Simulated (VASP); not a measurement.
# Ni3Ge: single point with LDA

The system is Ni3Ge.

```xyz
4
Lattice="3.5571 0.0000 0.0000 0.0000 3.5571 0.0000 0.0000 0.0000 3.5571" Properties=species:S:1:pos:R:3 pbc="T T T"
Ni    1.7786    0.0000    1.7786
Ni    0.0000    1.7786    1.7786
Ni    1.7786    1.7786    0.0000
Ge    0.0000    0.0000    0.0000
```

| Item | Value |
| --- | --- |
| Program | VASP 6.6.1 |
| Task | single point |
| Functional | LDA |
| Potentials or basis | VASP PAW LDA potentials, release 64 (Ni, Ge_d) |
| Cutoff | 520 eV |
| k mesh | 12 × 12 × 12 |
| Occupations | gaussian, width 0.15 eV |
| Spin | collinear spin, ferromagnetic start |
| Starting moments | [0.625, 0.625, 0.625, 0.0] μB |
| Fixed moment | 1.875 μB |

* Pressure: -8.2 GPa
* Net moment: 1.87 μB per cell
* Site moments: Ni +0.59; Ge +0.05 μB
* Valence electrons inside the program's atomic spheres: Ni 9.40; Ge 12.48

Run time: 110 s on 1 thread of Intel(R) Xeon(R) 6975P-C (Granite Rapids), on a shared host, peak memory 0.28 GiB.

Caveat: the cell stands under tension; the total moment is fixed, so each spin has its own Fermi level and the state may be an excited one.
